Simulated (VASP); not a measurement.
# CoSn (P6/mmm) in VASP: a series of runs

CoSn is run at these levels: r2SCAN, PBE; tasks: single point.

Program: VASP 6.6.1. These are calculated values, not measurements. Logs are shortened: lines on timing, memory, paths and dates and some standing lists are left out, and cuts for length are marked.

## 1. The cell of the first run

The structure is hexagonal, space group P6/mmm (No. 191). The conventional cell has a = 5.244 Å, b = 5.244 Å, c = 4.183 Å, α = 90.00°, β = 90.00°, γ = 120.00°. Within 3.4 Å of Co (site symmetry mmm) lie 6 Sn at 2.58 to 2.62 Å and 4 Co at 2.62 Å. Sn (site symmetry -6m2) has 6 Co at 2.58 Å and 3 Sn at 3.03 Å within 3.4 Å. Sn (site symmetry 6/mmm) has 6 Co at 2.62 Å within 3.5 Å.

## 2. Single point, r2SCAN

Contents of POSCAR:

```
CoSn
1.0
    5.2437482922      0.0000000000      0.0000000000
   -2.6218741461      4.5412192321      0.0000000000
    0.0000000000      0.0000000000      4.1829415985
Co Sn
3 3
Direct
    0.0000000000      0.5000000000      0.0000000000
    0.5000000000      0.5000000000      0.0000000000
    0.5000000000      0.0000000000      0.0000000000
    0.6666666667      0.3333333333      0.5000000000
    0.3333333333      0.6666666667      0.5000000000
    0.0000000000      0.0000000000      0.0000000000
```

Contents of INCAR.step1:

```
SYSTEM = CoSn
PREC     = Accurate       ! precision mode
ENCUT    = 520            ! plane-wave cutoff, eV
ISMEAR   = 0              ! smearing method
SIGMA    = 0.05           ! smearing width, eV
LREAL    = .False.        ! projectors in reciprocal space
LASPH    = .True.         ! aspherical terms in the spheres
NELM     = 80             ! most SCF steps
NBANDS   = 44             ! bands
GGA      = PE             ! functional
ALGO     = Normal         ! electronic algorithm
EDIFF    = 1E-4           ! SCF threshold, eV
LWAVE    = .True.         ! write WAVECAR
LCHARG   = .False.        ! write CHGCAR
```

Contents of INCAR.step2:

```
SYSTEM = CoSn
PREC     = Accurate       ! precision mode
ENCUT    = 520            ! plane-wave cutoff, eV
EDIFF    = 1E-6           ! SCF threshold, eV
ISMEAR   = 0              ! smearing method
SIGMA    = 0.05           ! smearing width, eV
LREAL    = .False.        ! projectors in reciprocal space
LASPH    = .True.         ! aspherical terms in the spheres
NELM     = 80             ! most SCF steps
ALGO     = Normal         ! electronic algorithm
ISIF     = 2              ! what is computed and relaxed
LWAVE    = .False.        ! write WAVECAR
LCHARG   = .False.        ! write CHGCAR
METAGGA  = R2SCAN         ! meta-GGA
LMIXTAU  = .True.       
NBANDS   = 44             ! bands
ISTART   = 1
```

Contents of KPOINTS:

```
Automatic mesh
0
Gamma
  6 6 8
  0 0 0
```

Potentials or basis: VASP PAW PBE potentials, release 64 (Co, Sn_d).

On the command line:

```console
$ cat potpaw_PBE.64/Co/POTCAR potpaw_PBE.64/Sn_d/POTCAR > POTCAR
$ cp INCAR.step1 INCAR
$ mpirun -np 1 vasp_std > vasp.out
$ cp INCAR.step2 INCAR
$ mpirun -np 1 vasp_std > vasp.out
```

OUTCAR:

```text
SYSTEM = CoSn
   PREC = Accurate
   ENCUT = 520
   EDIFF = 1E-6
   ISMEAR = 0
   LREAL = .False.
   LASPH = .True.
   NELM = 80
   ISIF = 2
   METAGGA = R2SCAN
   ISTART = 1

 ion  position               nearest neighbor table
   1  0.000  0.500  0.000-   4 2.58   5 2.58   4 2.58   5 2.58   2 2.62   2 2.62   6 2.62   6 2.62
                             3 2.62   3 2.62
   2  0.500  0.500  0.000-   4 2.58   5 2.58   4 2.58   5 2.58   1 2.62   1 2.62   6 2.62   3 2.62
                             3 2.62   6 2.62
   3  0.500  0.000  0.000-   4 2.58   5 2.58   4 2.58   5 2.58   6 2.62   6 2.62   1 2.62   2 2.62
                             2 2.62   1 2.62
   4  0.667  0.333  0.500-   1 2.58   1 2.58   3 2.58   3 2.58   2 2.58   2 2.58   5 3.03   5 3.03
                             5 3.03   6 3.68   6 3.68   6 3.68   6 3.68   6 3.68   6 3.68
   5  0.333  0.667  0.500-   1 2.58   1 2.58   3 2.58   3 2.58   2 2.58   2 2.58   4 3.03   4 3.03
                             4 3.03   6 3.68   6 3.68   6 3.68   6 3.68   6 3.68   6 3.68
   6  0.000  0.000  0.000-   3 2.62   3 2.62   1 2.62   1 2.62   2 2.62   2 2.62   5 3.68   4 3.68
                             5 3.68   4 3.68   4 3.68   5 3.68   5 3.68   4 3.68   5 3.68   5 3.68

  LATTYP: Found a hexagonal cell.
 ALAT       =     5.2437482922
 C/A-ratio  =     0.7977006838

  Lattice vectors:

 A1 = (   5.2437482922,   0.0000000000,   0.0000000000)
 A2 = (  -2.6218741461,   4.5412192321,   0.0000000000)
 A3 = (   0.0000000000,   0.0000000000,   4.1829415985)

Analysis of symmetry for initial positions (statically):
=====================================================================
 Subroutine PRICEL returns:
 Original cell was already a primitive cell.

 Routine SETGRP: Setting up the symmetry group for a
 hexagonal supercell.

 Subroutine GETGRP returns: Found 24 space group operations
 (whereof 24 operations were pure point group operations)
 out of a pool of 24 trial point group operations.

The static configuration has the point symmetry D_6h.

Analysis of symmetry for dynamics (positions and initial velocities):
=====================================================================
 Subroutine PRICEL returns:
 Original cell was already a primitive cell.

 Routine SETGRP: Setting up the symmetry group for a
 hexagonal supercell.

 Subroutine GETGRP returns: Found 24 space group operations
 (whereof 24 operations were pure point group operations)
 out of a pool of 24 trial point group operations.

The dynamic configuration has the point symmetry D_6h.

 Subroutine INISYM returns: Found 24 space group operations
[... 109 lines left out ...]
   IBRION =     -1    ionic relax: 0-MD 1-quasi-New 2-CG
   NFREE  =      0    steps in history (QN), initial steepest desc. (CG)
   ISIF   =      2    stress and relaxation
   ISYM   =      2    0-nonsym 1-usesym 2-fastsym
   POTIM  = 0.5000    time-step for ionic-motion
   TEBEG  =    0.0;   TEEND  =   0.0 temperature during run
   PSTRESS=    0.0 pullay stress
   NELECT =      69.0000    total number of electrons
   NUPDOWN=      -1.0000    fix difference up-down
   EMIN   =  10.00;   EMAX   =-10.00  energy-range for DOS
   EFERMI =   0.00;   METHOD = LEGACY
   ISMEAR =     0;   SIGMA  =   0.05  broadening in eV -4-tet -1-fermi 0-gaus
   EFERMI_NEDOS =   21; number of points for ismear=-14 and -15
   IALGO  =     38    algorithm
   IMIX   =      4    mixing-type and parameters
     AMIX     =   0.40;   BMIX     =  1.00
     AMIX_MAG =   1.60;   BMIX_MAG =  1.00
  volume/ion in A,a.u.               =      16.60       112.03
  Fermi-wavevector in a.u.,A,eV,Ry     =   1.448524  2.737314 28.548058  2.098223
  Thomas-Fermi vector in A             =   2.566355
   LORBIT       =      0    0 simple, 1 ext, 2 COOP (PROOUT), +10 PAW based schemes
   METAGGA = R2SCAN    functional components
   LHFCALC =     F    Hartree Fock is set to
   AEXX    =    0.0000 exact exchange contribution
   IVDW    =     0    specifies the selected vdW correction
   LEPSILON=     F    determine dielectric tensor
   LRPA    =     F    only Hartree local field effects (RPA)
 non-spin polarized calculation
 Gauss-broadening in eV      SIGMA  =   0.05
  energy-cutoff  :      520.00
  volume of cell :       99.61
 maximum number of plane-waves:      2698
 NGX is ok and might be reduce to    40
   NGX = 19   NGY = 19   NGZ = 15

 number of electron      69.0000005 magnetization

 Free energy of the ion-electron system (eV)
  ---------------------------------------------------
  ext. energy  EPLUGINS =         0.00000000
  ---------------------------------------------------
  free energy    TOTEN  =      -113.66738260 eV

  energy without entropy =     -113.66432068  energy(sigma->0) =     -113.66585164

 E-fermi :  10.0473     XC(G=0): -12.9055

 val. band max:       10.0437225163   @ k =   0.3333   0.3333   0.2500
 cond. band min:      10.0529330319   @ k =   0.3333  -0.0000   0.1250
 fundamental gap:      0.0092105156
 Fermi energy:        10.0472734797

 k-point     1 :       0.0000    0.0000    0.0000
  band No.  band energies     occupation
      1     -12.1570      2.00000
      2     -12.0289      2.00000
      3     -12.0289      2.00000
      4     -11.9647      2.00000
      5     -11.9647      2.00000
      6     -11.8766      2.00000
[... 1117 lines left out ...]
     43      16.4985      0.00000
     44      17.9336      0.00000

 [... further k-points ...]

------------------------ aborting loop because EDIFF is reached ----------------------------------------

  FORCE on cell =-STRESS in cart. coord.  units (eV):
  Direction    XX          YY          ZZ          XY          YZ          ZX
  --------------------------------------------------------------------------------------
  -------------------------------------------------------------------------------------
  Total        0.1659555      0.1659555      0.1640897      0.0000000      0.0000000     -0.0000000
  in kB        2.6693545      2.6693545      2.6393425      0.0000000      0.0000000     -0.0000000
  external PRESSURE =       2.6593505 kB  Pullay stress =       0.0000000 kB

 VOLUME and BASIS-vectors are now :
 -----------------------------------------------------------------------------
  energy-cutoff  :      520.00
  volume of cell :       99.61
      direct lattice vectors                 reciprocal lattice vectors
     5.243748292  0.000000000  0.000000000     0.190703280  0.110102590  0.000000000
    -2.621874146  4.541219232  0.000000000     0.000000000  0.220205180  0.000000000
     0.000000000  0.000000000  4.182941599     0.000000000  0.000000000  0.239066211

 POSITION                                       TOTAL-FORCE (eV/Angst)
 -----------------------------------------------------------------------------------
     -1.31094      2.27061      0.00000        -0.000000      0.000000      0.000000
      1.31094      2.27061      0.00000         0.000000      0.000000      0.000000
      2.62187      0.00000      0.00000        -0.000000      0.000000      0.000000
      2.62187      1.51374      2.09147        -0.000000      0.000000      0.000000
     -0.00000      3.02748      2.09147         0.000000      0.000000     -0.000000
      0.00000      0.00000      0.00000        -0.000000      0.000000      0.000000
 -----------------------------------------------------------------------------------
    total drift:                               -0.000000      0.000000     -0.000000

  FREE ENERGIE OF THE ION-ELECTRON SYSTEM (eV)
  ---------------------------------------------------
  free  energy   TOTEN  =      -113.6673826046 eV

  energy  without entropy=     -113.6643206782  energy(sigma->0) =     -113.66585164
```

It took 8.8 min on 1 thread of Intel Xeon 8259CL, shared host; peak memory 0.31 GiB.

Results:

| Property | Result |
| --- | --- |
| Free energy | -113.6674 eV |
| Pressure | 0.3 GPa |
| Band gap on the k mesh | zero (an odd number of electrons rules out a gap without spin polarisation) |

Caveat: the PAW data sets were made with another functional, which shifts forces and pressure a little; spin-orbit coupling is left out, which moves the levels of the heavy elements; the run has no spin polarisation, though such a crystal can be magnetic. Spin polarisation is off, so any magnetic state and its effect on volume and gap are missing.

## 3. Single point, PBE, collinear spin, ferromagnetic start

This run uses another cell than the first one, of 17.14 Å³/atom.

Contents of INCAR:

```
ALGO = Fast
EDIFF = 1E-6
ENCUT = 520
GGA = PE
ISIF = 2
ISMEAR = 0
ISPIN = 2
LASPH = T
LCHARG = F
LMAXMIX = 4
LORBIT = 11
LREAL = F
LWAVE = F
MAGMOM = 1.5 1.5 1.5 0 0 0
NBANDS = 48
NELM = 150
PREC = Accurate
SIGMA = 0.05
```

Contents of KPOINTS:

```
k-points
0
Gamma
  4 4 6
```

POSCAR, as its differences from that of step 2:

```diff
@@ -2,5 +2,5 @@
 1.0
-    5.2437482922      0.0000000000      0.0000000000
-   -2.6218741461      4.5412192321      0.0000000000
-    0.0000000000      0.0000000000      4.1829415985
+    5.2962604276      0.0000000000      0.0000000000
+   -2.6481302138      4.5866960753      0.0000000000
+    0.0000000000      0.0000000000      4.2332336388
 Co Sn
```

Potentials or basis: VASP PAW PBE potentials, release 64 (Co, Sn_d).

On the command line:

```console
$ cat potpaw_PBE.64/Co/POTCAR potpaw_PBE.64/Sn_d/POTCAR > POTCAR
$ mpirun -np 1 vasp_std > vasp.out
```

It took 4 min on 1 thread of Intel Xeon 8259CL, shared host; peak memory 0.32 GiB.

Results (log left out):

* Free energy: -33.2082 eV
* Pressure: -0.1 GPa
* Net moment: 0.00 μB per cell
* Valence electrons inside the program's atomic spheres: Co 8.31; Sn 12.43, 12.29 (each value once)

Stress tensor (GPa, compression positive):
```
-0.06  0.00  0.00
 0.00 -0.06  0.00
 0.00  0.00 -0.16
```

Levels at points of the mesh, in eV from the Fermi level:
Spin up:
```
           k point  band 32  band 33  band 34  band 35  band 36  band 37
(0.00, 0.00, 0.00)    -0.43    -0.41    -0.41     0.50     0.58     1.34
(0.50, 0.00, 0.00)    -0.42    -0.41     0.70     0.99     1.62     1.77
(0.00, 0.00, 0.50)    -0.50    -0.49    -0.49    -0.39    -0.39    -0.11
(0.50, 0.00, 0.50)    -0.69    -0.50    -0.44    -0.39    -0.14     0.43
```
Spin down:
```
           k point  band 31  band 32  band 33  band 34  band 35  band 36  band 37  band 38
(0.00, 0.00, 0.00)    -0.43    -0.43    -0.41    -0.41     0.50     0.58     1.34     1.34
(0.50, 0.00, 0.00)    -0.63    -0.42    -0.41     0.70     0.99     1.62     1.77     2.42
(0.00, 0.00, 0.50)    -0.93    -0.50    -0.49    -0.49    -0.39    -0.39    -0.11     0.50
(0.50, 0.00, 0.50)    -0.94    -0.69    -0.50    -0.44    -0.39    -0.14     0.43     1.23
```

Caveat: spin-orbit coupling is left out, which moves the levels of the heavy elements.
